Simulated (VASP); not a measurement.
Crystal: Li3TeH.

```
CELL_PARAMETERS angstrom
4.19228 0.00000 0.00000
0.00000 4.19228 0.00000
0.00000 0.00000 4.19228
ATOMIC_POSITIONS crystal
Li 0.50000 0.00000 0.50000
Li 0.00000 0.50000 0.50000
Li 0.50000 0.50000 0.00000
Te 0.00000 0.00000 0.00000
H 0.50000 0.50000 0.50000
```

- Program: VASP 6.6.1
- Task: relaxation of cell and atoms
- Functional: PBE
- Dispersion: D3(BJ)
- Potentials or basis: VASP PAW PBE potentials, release 64 (Li_sv, Te, H)
- Cutoff: 600 eV
- k mesh: 6 × 6 × 6
- Occupations: gaussian, width 0.02 eV
- Spin: no spin polarisation

At the start: pressure -3.0 GPa; volume 14.74 Å³/atom.

**Question.** How do energy, volume and symmetry change on relaxing?

**Answer.** Over 4 steps the energy falls by 12.6 meV/atom and the volume is 13.48 Å³/atom (-8.5 %); space group Pm-3m (No. 221, to 0.1 Å) before and after.

The path:
```csv
step,energy change (eV),largest force (eV/Å),pressure (GPa),volume (Å³)
1,0.0000,0.0000,-2.98,73.68
2,-0.0432,0.0000,-1.77,70.80
3,-0.0625,0.0000,-0.21,67.77
4,-0.0628,0.0000,0.01,67.39
```

Final structure:
```cif
data_structure
_symmetry_space_group_name_H-M 'P 1'
_symmetry_Int_Tables_number 1
_cell_length_a 4.0693
_cell_length_b 4.0693
_cell_length_c 4.0693
_cell_angle_alpha 90.000
_cell_angle_beta 90.000
_cell_angle_gamma 90.000
_cell_volume 67.39
loop_
_atom_site_label
_atom_site_type_symbol
_atom_site_fract_x
_atom_site_fract_y
_atom_site_fract_z
_atom_site_occupancy
Li1 Li 0.50000 0.00000 0.50000 1
Li2 Li 0.00000 0.50000 0.50000 1
Li3 Li 0.50000 0.50000 0.00000 1
Te1 Te 0.00000 0.00000 0.00000 1
H1 H 0.50000 0.50000 0.50000 1
```

Caveat: the cutoff is under 1.25 times the usual one of these potentials, so pressure, stress and relaxed cells hold a basis-set (Pulay) error.
